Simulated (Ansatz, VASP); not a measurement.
**SiO2 in VASP and in Ansatz**

```
Si O
1.0
     4.18010    0.00000    0.00000
     0.00000    4.18010    0.00000
     0.00000    0.00000    2.61444
Si O
2 4
Direct
  0.00000 0.00000 0.00000
  0.50000 0.50000 0.50000
  0.30670 0.30670 0.00000
  0.19330 0.80670 0.50000
  0.69330 0.69330 0.00000
  0.80670 0.19330 0.50000
```

Change from the starting cell: zz strain of -2 %.

Alike in both runs: task single point; functional PBE; k mesh 6 × 6 × 9; occupations fermi-dirac, width 0.03 eV; no spin polarisation.

|  | VASP | Ansatz |
| --- | --- | --- |
| version | VASP 6.6.1 | Ansatz 0.2.0 |
| potentials or method | VASP PAW PBE potentials, release 64 (Si, O), cutoff 520 eV | all-electron LAPW, scalar-relativistic |

```tsv
	VASP	Ansatz	Ansatz less VASP
gap on the k mesh at the Fermi level (eV)	6.06	6.08	+0.024
pressure (GPa)	19.5	19.2	-0.29
traceless stress, the component that is largest in VASP (GPa)	8.88	8.32	-0.561
rms of the force components (eV/Å)	0.141	0.127	-0.0140
```

Atom by atom the forces differ by 0.014 eV/Å (rms over components). Ansatz ran all-electron here, and VASP with PAW potentials.
